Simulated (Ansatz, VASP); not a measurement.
**Al3Pd in VASP and in Ansatz**

```
CELL_PARAMETERS angstrom
3.94691 0.00000 0.00000
0.00000 3.94691 0.00000
0.00000 0.00000 3.94691
ATOMIC_POSITIONS crystal
Al 0.00000 0.50000 0.50000
Al 0.50000 0.00000 0.50000
Al 0.50000 0.50000 0.00000
Pd 0.00000 0.00000 0.00000
```

Alike in both runs: task single point; functional PBE; k mesh 10 × 10 × 10; occupations gaussian, width 0.5 eV; no spin polarisation.

|  | VASP | Ansatz |
| --- | --- | --- |
| version | VASP 6.6.1 | Ansatz 0.2.0 |
| potentials or method | VASP PAW PBE potentials, release 64 (Al, Pd), cutoff 520 eV | scalar-relativistic, plane waves, PAW |
| valence electrons in the cell | 19 | 27 |

|  | VASP | Ansatz | Ansatz less VASP |
| --- | --- | --- | --- |
| gap on the k mesh at the Fermi level (eV) | none | none | - |
| pressure (GPa) | 1.2 | 1.2 | +0.03 |

A gap of «none» marks a metal or a gap that the smearing closes. VASP's potentials hold 19 valence electrons a cell and Ansatz's 27, so a difference there can come from the potentials and not from the codes.
